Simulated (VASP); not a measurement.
Here is a VASP 6.6.1 calculation.

File INCAR:

```
PREC = Accurate
ENCUT = 520
EDIFF = 1E-6
ISMEAR = -1
SIGMA = 0.02
LREAL = F
LASPH = T
NELM = 80
ALGO = Normal
ISIF = 2
LWAVE = F
LCHARG = T
GGA = PE
LELF = T
LVHAR = T
NBANDS = 15
```

File KPOINTS:

```
regular mesh
0
Gamma
  8 8 8
```

POSCAR

```
SrO
1.0
    3.1028650671      0.0871905084      0.0000000000
    0.0871905084      3.1028650671      0.0000000000
    0.0000000000      0.0000000000      3.1028650671
Sr O
1 1
Direct
    0.0000000000      0.0000000000      0.0000000000
    0.5000000000      0.5000000000      0.5000000000
```

Potentials or basis: VASP PAW PBE potentials, release 64 (Sr_sv, O).

The run is started by

```bash
$ cat potpaw_PBE.64/Sr_sv/POTCAR potpaw_PBE.64/O/POTCAR > POTCAR
$ mpirun -np 1 vasp_std > vasp.out
```

Task: What does it give for the band gap on the k mesh?

Result: 2.76 eV, indirect (least direct gap 2.81 eV).

Task: What does it give for the pressure?

Result: 4.0 GPa.

Stress tensor (GPa, compression positive):
```
 3.96 -0.15  0.00
-0.15  3.96  0.00
 0.00  0.00  3.96
```

Caveat: the cell differs from its parent crystal (shear xy strain +5.6%). A k mesh can miss the band edges.
